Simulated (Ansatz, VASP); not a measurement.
**Two plane-wave programs on Pt**

Contents of POSCAR:

```
Pt
1.0
    0.0000000000      1.9705765473      1.9705765473
    1.9705765473      0.0000000000      1.9705765473
    1.9705765473      1.9705765473      0.0000000000
Pt
1
Direct
    0.0000000000      0.0000000000      0.0000000000
```

Contents of INCAR.step1:

```
ALGO     = Normal         # electronic algorithm
EDIFF    = 1E-4           # SCF threshold, eV
ENCUT    = 520            # plane-wave cutoff, eV
GGA      = PE             # functional
ISMEAR   = -1             # smearing method
LASPH    = T              # aspherical terms in the spheres
LCHARG   = F              # write CHGCAR
LREAL    = F              # projectors in reciprocal space
LWAVE    = T              # write WAVECAR
NBANDS   = 11             # bands
NELM     = 60             # most SCF steps
PREC     = Accurate       # precision mode
SIGMA    = 0.1            # smearing width, eV
```

INCAR.step2

```
ALGO     = Normal         # electronic algorithm
EDIFF    = 1E-7           # SCF threshold, eV
ENCUT    = 520            # plane-wave cutoff, eV
ISIF     = 2              # what is computed and relaxed
ISMEAR   = -1             # smearing method
ISTART   = 1            
LASPH    = T              # aspherical terms in the spheres
LCHARG   = T              # write CHGCAR
LELF     = T              # ELF
LMIXTAU  = T            
LREAL    = F              # projectors in reciprocal space
LVHAR    = T            
LWAVE    = F              # write WAVECAR
METAGGA  = R2SCAN         # meta-GGA
NBANDS   = 11             # bands
NELM     = 60             # most SCF steps
PREC     = Accurate       # precision mode
SIGMA    = 0.1            # smearing width, eV
```

The input KPOINTS:

```
k-points
0
Gamma
  11 11 11
```

Input for Ansatz:

```yaml
crystal:
  lattice:
    - [0.0, 1.9705765473, 1.9705765473]
    - [1.9705765473, 0.0, 1.9705765473]
    - [1.9705765473, 1.9705765473, 0.0]
  atoms:
    - { symbol: Pt, position: [0.0, 0.0, 0.0] }
hamiltonian:
  xc: r2scan
  pseudopotentials:
    kind: paw
    azcp:
      Pt: "pseudopotentials/Pt.paw.azcp"
basis:
  ecutwfc: 500
  fft_grid_basis: typed
kpoints:
  mp_grid: { grid: [11, 11, 11], shift: [0, 0, 0] }
magnetization:
  spin_polarized: false
scf:
  occupations: { method: fermi_dirac, width: 0.1 }
  lower_state_search: "off"
output:
  stress: true
```

Alike in both runs: task single point; functional r2SCAN; k mesh 11 × 11 × 11; occupations fermi-dirac, width 0.1 eV; no spin polarisation.

|  | VASP | Ansatz |
| --- | --- | --- |
| version | VASP 6.6.1 | Ansatz 0.2.0 |
| potentials or method | VASP PAW PBE potentials, release 64 (Pt), cutoff 520 eV | plane waves (500 eV) with PAW, scalar-relativistic |
| valence electrons in the cell | 10 | 18 |

|  | VASP | Ansatz | Ansatz less VASP |
| --- | --- | --- | --- |
| pressure (GPa) | 0.5 | -0.2 | -0.68 |

VASP's potentials were made for PBE, not for r2SCAN. VASP's potentials hold 10 valence electrons a cell and Ansatz's 18, so a difference there can come from the potentials and not from the codes.

Neither program's run includes spin-orbit coupling.
